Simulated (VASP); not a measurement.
# WS2 in VASP: notebook

WS2 is run at these levels: PBEsol+D3(BJ); tasks: single point.

Program: VASP 6.6.1. These are calculated values, not measurements. Logs are shortened: lines on timing, memory, paths and dates and some standing lists are left out, and cuts for length are marked.

### Step 1. The cell of the first run

The cell holds a slab with vacuum, 6 atoms: a = 3.183 Å, b = 3.183 Å, c = 23.669 Å, α = 90.00°, β = 90.00°, γ = 120.00°.

### Step 2. Single point, PBEsol+D3(BJ)

Input file INCAR:

```
ALGO = Normal ; EDIFF = 1E-7
ENCUT = 520 ; GGA = PS
ISIF = 2 ; ISMEAR = 0
IVDW = 12 ; LASPH = True
LCHARG = False ; LREAL = False
LWAVE = False ; NBANDS = 35
NELM = 80 ; PREC = Accurate
SIGMA = 0.02
```

Input file KPOINTS:

```
k-points
0
Gamma
  12 12 2
```

Input file POSCAR:

```
WS2
1.0
    3.1832085602      0.0000000000      0.0000000000
   -1.5916042801      2.7567394786      0.0000000000
    0.0000000000      0.0000000000     23.6687632500
W S
2 4
Direct
    0.3333333333      0.6666666667      0.6237816119
    0.6666666667      0.3333333333      0.3762183881
    0.3333333333      0.6666666667      0.3107366960
    0.6666666667      0.3333333333      0.5583410365
    0.3333333333      0.6666666667      0.4416589635
    0.6666666667      0.3333333333      0.6892633040
```

Potentials or basis: VASP PAW PBE potentials, release 64 (W_sv, S).

Started as:

```bash
$ cat potpaw_PBE.64/W_sv/POTCAR potpaw_PBE.64/S/POTCAR > POTCAR
$ mpirun -np 1 vasp_std > vasp.out
```

OUTCAR:

```text
EDIFF = 1E-7
   ENCUT = 520
   GGA = PS
   ISIF = 2
   ISMEAR = 0
   IVDW = 12
   LASPH = True
   LREAL = False
   NELM = 80
   PREC = Accurate
 IVDW          = 12

 ion  position               nearest neighbor table
   1  0.333  0.667  0.624-   4 2.40   4 2.40   4 2.40   6 2.40   6 2.40   6 2.40
   2  0.667  0.333  0.376-   5 2.40   5 2.40   5 2.40   3 2.40   3 2.40   3 2.40
   3  0.333  0.667  0.311-   2 2.40   2 2.40   2 2.40
   4  0.667  0.333  0.558-   1 2.40   1 2.40   1 2.40
   5  0.333  0.667  0.442-   2 2.40   2 2.40   2 2.40
   6  0.667  0.333  0.689-   1 2.40   1 2.40   1 2.40

  LATTYP: Found a hexagonal cell.
 ALAT       =     3.1832085602
 C/A-ratio  =     7.4355050266

  Lattice vectors:

 A1 = (   3.1832085602,   0.0000000000,   0.0000000000)
 A2 = (  -1.5916042801,   2.7567394786,   0.0000000000)
 A3 = (   0.0000000000,   0.0000000000,  23.6687632500)

Analysis of symmetry for initial positions (statically):
=====================================================================
 Subroutine PRICEL returns:
 Original cell was already a primitive cell.

 Routine SETGRP: Setting up the symmetry group for a
 hexagonal supercell.

 Subroutine GETGRP returns: Found 12 space group operations
 (whereof 12 operations were pure point group operations)
 out of a pool of 24 trial point group operations.

The static configuration has the point symmetry D_3d.

Analysis of symmetry for dynamics (positions and initial velocities):
=====================================================================
 Subroutine PRICEL returns:
 Original cell was already a primitive cell.

 Routine SETGRP: Setting up the symmetry group for a
 hexagonal supercell.

 Subroutine GETGRP returns: Found 12 space group operations
 (whereof 12 operations were pure point group operations)
 out of a pool of 24 trial point group operations.

The dynamic configuration has the point symmetry D_3d.

 Subroutine INISYM returns: Found 12 space group operations
 (whereof 12 operations are pure point group operations),
 and found     1 'primitive' translations

----------------------------------------------------------------------------------------

                                     Primitive cell

  volume of cell :     207.6999

  direct lattice vectors                    reciprocal lattice vectors
     3.183208560  0.000000000  0.000000000     0.314148439  0.181373686  0.000000000
[... 97 lines left out ...]
   NSW    =      0    number of steps for IOM
   IBRION =     -1    ionic relax: 0-MD 1-quasi-New 2-CG
   NFREE  =      0    steps in history (QN), initial steepest desc. (CG)
   ISIF   =      2    stress and relaxation
   ISYM   =      2    0-nonsym 1-usesym 2-fastsym
   POTIM  = 0.5000    time-step for ionic-motion
   TEBEG  =    0.0;   TEEND  =   0.0 temperature during run
   PSTRESS=    0.0 pullay stress
   NELECT =      52.0000    total number of electrons
   NUPDOWN=      -1.0000    fix difference up-down
   EMIN   =  10.00;   EMAX   =-10.00  energy-range for DOS
   EFERMI =   0.00;   METHOD = LEGACY
   ISMEAR =     0;   SIGMA  =   0.02  broadening in eV -4-tet -1-fermi 0-gaus
   EFERMI_NEDOS =   21; number of points for ismear=-14 and -15
   IALGO  =     38    algorithm
   IMIX   =      4    mixing-type and parameters
     AMIX     =   0.40;   BMIX     =  1.00
     AMIX_MAG =   1.60;   BMIX_MAG =  1.00
  volume/ion in A,a.u.               =      34.62       233.60
  Fermi-wavevector in a.u.,A,eV,Ry     =   1.031804  1.949827 14.485024  1.064619
  Thomas-Fermi vector in A             =   2.165970
   LORBIT       =      0    0 simple, 1 ext, 2 COOP (PROOUT), +10 PAW based schemes
   GGA     = PS    functional components
   LHFCALC =     F    Hartree Fock is set to
   AEXX    =    0.0000 exact exchange contribution
   IVDW    =    12    specifies the selected vdW correction
   LEPSILON=     F    determine dielectric tensor
   LRPA    =     F    only Hartree local field effects (RPA)
 non-spin polarized calculation
 Gauss-broadening in eV      SIGMA  =   0.02
  energy-cutoff  :      520.00
  volume of cell :      207.70
 maximum number of plane-waves:      5634
 NGX is ok and might be reduce to    24
   NGX = 11   NGY = 11   NGZ = 89

 number of electron      52.0000002 magnetization

 Free energy of the ion-electron system (eV)
  ---------------------------------------------------
  ext. energy  EPLUGINS =         0.00000000
  ---------------------------------------------------
  free energy    TOTEN  =       -50.46221372 eV

  energy without entropy =      -50.46221372  energy(sigma->0) =      -50.46221372

 E-fermi :   1.4602     XC(G=0):  -6.0701

 val. band max:        1.3375789200   @ k =   0.0000   0.0000   0.0000
 cond. band min:       2.3952920522   @ k =   0.3333   0.3333   0.0000
 fundamental gap:      1.0577131321
 Fermi energy:         1.4601540074

 k-point     1 :       0.0000    0.0000    0.0000
  band No.  band energies     occupation
      1     -73.2926      2.00000
      2     -73.2926      2.00000
      3     -37.5428      2.00000
      4     -37.5428      2.00000
      5     -37.3947      2.00000
      6     -37.3947      2.00000
[... 901 lines left out ...]
     34       5.3317      0.00000
     35       7.0357      0.00000

 [... further k-points ...]

------------------------ aborting loop because EDIFF is reached ----------------------------------------

 Edisp (eV)   -1.91315

 E8    (eV) :    -1.2660

  FORCE on cell =-STRESS in cart. coord.  units (eV):
  Direction    XX          YY          ZZ          XY          YZ          ZX
  --------------------------------------------------------------------------------------
  -------------------------------------------------------------------------------------
  Total      -3.90113    -3.90113     0.07946    -0.00000    -0.00000     0.00000
  in kB     -30.09295   -30.09295     0.61295    -0.00000    -0.00000     0.00000
  external pressure =      -19.86 kB  Pullay stress =        0.00 kB

 VOLUME and BASIS-vectors are now :
 -----------------------------------------------------------------------------
  energy-cutoff  :      520.00
  volume of cell :      207.70
      direct lattice vectors                 reciprocal lattice vectors
     3.183208560  0.000000000  0.000000000     0.314148439  0.181373686  0.000000000
    -1.591604280  2.756739479  0.000000000     0.000000000  0.362747372  0.000000000
     0.000000000  0.000000000 23.668763250     0.000000000  0.000000000  0.042249778

 POSITION                                       TOTAL-FORCE (eV/Angst)
 -----------------------------------------------------------------------------------
     -0.00000      1.83783     14.76414        -0.000000      0.000000      0.001264
      1.59160      0.91891      8.90462         0.000000     -0.000000     -0.001264
     -0.00000      1.83783      7.35475        -0.000000      0.000000     -0.021260
      1.59160      0.91891     13.21524        -0.000000     -0.000000     -0.014879
     -0.00000      1.83783     10.45352         0.000000      0.000000      0.014879
      1.59160      0.91891     16.31401         0.000000     -0.000000      0.021260
 -----------------------------------------------------------------------------------
    total drift:                                0.000000      0.000000      0.000000

  FREE ENERGIE OF THE ION-ELECTRON SYSTEM (eV)
  ---------------------------------------------------
  free  energy   TOTEN  =       -52.3753614452 eV

  energy  without entropy=      -52.3753614452  energy(sigma->0) =      -52.37536145
```

OSZICAR:

```text
N       E                     dE             d eps       ncg     rms          rms(c)
DAV:   1     0.481901298067E+03    0.48190E+03   -0.27843E+04  3132   0.132E+03
DAV:   2    -0.186529477980E+02   -0.50055E+03   -0.48524E+03  3333   0.345E+02
DAV:   3    -0.520320039293E+02   -0.33379E+02   -0.32967E+02  3378   0.863E+01
[... 18 lines left out ...]
DAV:  22    -0.504622117466E+02   -0.55095E-05   -0.31469E-07  2552   0.144E-03    0.945E-04
DAV:  23    -0.504622127221E+02   -0.97557E-06   -0.25229E-08  2245   0.502E-04    0.109E-03
DAV:  24    -0.504622134279E+02   -0.70577E-06   -0.25384E-08  2084   0.319E-04    0.772E-04
DAV:  25    -0.504622136469E+02   -0.21894E-06   -0.87473E-09  1909   0.275E-04    0.266E-04
DAV:  26    -0.504622137202E+02   -0.73317E-07   -0.35263E-09  1671   0.171E-04
   1 F= -.52375361E+02 E0= -.52375361E+02  d E =-.380350E-20
```

stdout:

```text
POSCAR found type information on POSCAR W S
 POSCAR found :  2 types and       6 ions
 scaLAPACK will be used
 -----------------------------------------------------------------------------
|                                                                             |
|                                                                             |
|     You enforced a specific xc type in the INCAR file but a different       |
|     I HOPE YOU KNOW WHAT YOU ARE DOING!                                     |
|                                                                             |
 -----------------------------------------------------------------------------

 LDA part: xc-table for (Slater+PW92), standard interpolation
 POSCAR, INCAR and KPOINTS ok, starting setup
 FFT: planning ... GRIDC
 FFT: planning ... GRID_SOFT
 FFT: planning ... GRID
 WAVECAR not read
 entering main loop
```

It took 6.9 min on 1 thread of Intel Xeon 6975P-C, shared host; peak memory 0.46 GiB.

What came out:

```
Free energy                : -52.3754 eV
Largest force              : 0.021 eV/Å
Band gap on the k mesh     : 1.06 eV (least direct gap 1.70 eV)
Dispersion energy per atom : -0.319 eV
```

Forces on the atoms (eV/Å):
```
W    0.000  0.000  0.001
W    0.000  0.000 -0.001
S    0.000  0.000 -0.021
S    0.000  0.000 -0.015
S    0.000  0.000  0.015
S    0.000  0.000  0.021
```

Caveat: there is no dipole correction, which matters where the two faces differ; the PAW data sets were made with another functional, which shifts forces and pressure a little; spin-orbit coupling is left out, which moves the levels of the heavy elements.

### Step 3. Single point, PBEsol+D3(BJ)

Input file INCAR:

```
SYSTEM = WS2
PREC = Accurate
ENCUT = 500
EDIFF = 1E-6
ISMEAR = 0
SIGMA = 0.02
LREAL = .False.
LASPH = .True.
NELM = 120
ALGO = Normal
ISIF = 2
LWAVE = .False.
LCHARG = .False.
GGA = PS
IVDW = 12
NBANDS = 35
GGA_COMPAT = .False.
```

Input file KPOINTS:

```
Automatic mesh
0
Gamma
  12 12 2
  0 0 0
```

Input file POSCAR:

```
WS2
1.0
    3.1832085602      0.0000000000      0.0000000000
   -1.5916042801      2.7567394786      0.0000000000
    0.0000000000      0.0000000000     23.6687632500
W S
2 4
Direct
    0.3333333300      0.6666666700      0.6373175400
    0.6666666700      0.3333333300      0.3626824600
    0.3333333300      0.6666666700      0.2968161100
    0.6666666700      0.3333333300      0.5714418300
    0.3333333300      0.6666666700      0.4285581700
    0.6666666700      0.3333333300      0.7031838900
```

Potentials or basis: VASP PAW PBE potentials, release 64 (W_sv, S).

Started as:

```bash
$ cat potpaw_PBE.64/W_sv/POTCAR potpaw_PBE.64/S/POTCAR > POTCAR
$ mpirun -np 1 vasp_std > vasp.out
```

Run time: 11 min. Hardware: 1 thread of Oxide Virtual Turin-like, shared host; peak memory 0.41 GiB.

It converged, with:

| Quantity | Value |
| --- | --- |
| Free energy | -52.2860 eV |
| Largest force | 0.157 eV/Å |
| Band gap on the k mesh | 1.46 eV (least direct gap 1.76 eV) |
| Dispersion energy per atom | -0.298 eV |

Forces in eV/Å, atoms in the order of the input:
```
W    0.000  0.000 -0.073
W    0.000  0.000  0.073
S    0.000  0.000  0.157
S    0.000  0.000  0.038
S    0.000  0.000 -0.038
S    0.000  0.000 -0.157
```

Levels at points of the mesh, in eV from the valence-band top:
| k point | band 23 | band 24 | band 25 | band 26 | band 27 | band 28 | band 29 | band 30 |
| --- | --- | --- | --- | --- | --- | --- | --- | --- |
| (0.00, 0.00, 0.00) | -1.96 | -1.96 | -0.49 | 0.00 | 2.58 | 2.58 | 2.58 | 2.58 |
| (0.50, 0.00, 0.00) | -1.62 | -1.57 | -1.28 | -1.23 | 2.52 | 2.53 | 2.94 | 3.03 |
| (0.00, 0.00, 0.50) | -1.96 | -1.96 | -0.49 | 0.00 | 2.58 | 2.58 | 2.58 | 2.58 |
| (0.50, 0.00, 0.50) | -1.62 | -1.57 | -1.28 | -1.23 | 2.52 | 2.53 | 2.94 | 3.03 |

Caveat: there is no dipole correction, which matters where the two faces differ; the PAW data sets were made with another functional, which shifts forces and pressure a little; spin-orbit coupling is left out, which moves the levels of the heavy elements.
